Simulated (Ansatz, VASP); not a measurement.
## Two plane-wave programs on TiC

File INCAR:

```
ALGO = Normal
EDIFF = 1E-6
ENCUT = 520
GGA = PS
ISIF = 2
ISMEAR = 0
LASPH = T
LCHARG = F
LREAL = F
LWAVE = F
NBANDS = 15
NELM = 60
PREC = Accurate
SIGMA = 0.15
```

The input KPOINTS:

```
k-points
0
Gamma
  18 18 18
```

The input POSCAR:

```
TiC
1.0
    0.0000000000      2.1315400000      2.0990800000
    2.1315400000      0.0000000000      2.0990800000
    2.1315400000      2.1315400000      0.0000000000
Ti C
1 1
Direct
    0.0000000000      0.0000000000      0.0000000000
    0.5000000000      0.5000000000      0.5000000000
```

Input for Ansatz:

```yaml
crystal:
  lattice:
    - [0.0, 2.13154, 2.09908]
    - [2.13154, 0.0, 2.09908]
    - [2.13154, 2.13154, 0.0]
  atoms:
    - { symbol: Ti, position: [0.0, 0.0, 0.0] }
    - { symbol: C, position: [0.5, 0.5, 0.5] }
basis:
  ecutwfc: 420
kpoints:
  mp_grid: { grid: [18, 18, 18] }
hamiltonian:
  xc: pbesol
scf:
  occupations: { method: gaussian, width: 0.15 }
output:
  forces: true
  stress: true
  eigenvalues: true
```

Change from the starting cell: strain -0.015 along x and y, -0.030 along z, atoms carried along.

Alike in both runs: task single point; functional PBEsol; k mesh 18 × 18 × 18; occupations gaussian, width 0.15 eV; no spin polarisation.

|  | VASP | Ansatz |
| --- | --- | --- |
| version | VASP 6.6.1 | Ansatz 0.2.0 |
| potentials or method | VASP PAW PBE potentials, release 64 (Ti_sv, C), cutoff 520 eV | scalar-relativistic, plane waves, PAW |
| valence electrons in the cell | 16 | 16 |

Ansatz gave:

```
gap on the k mesh at the Fermi level (eV)                     : none
pressure (GPa)                                                : 10.6
traceless stress, the component that is largest in VASP (GPa) : 5.29
```

Q: Which values does VASP return?

A: gap on the k mesh at the Fermi level (eV): none; pressure (GPa): 10.7; traceless stress, the component that is largest in VASP (GPa): 5.29.

VASP's potentials were made for PBE, not for PBEsol. A gap of «none» marks a metal or a gap that the smearing closes. With one functional, cell and mesh, what is left measures potentials, basis and numerics.
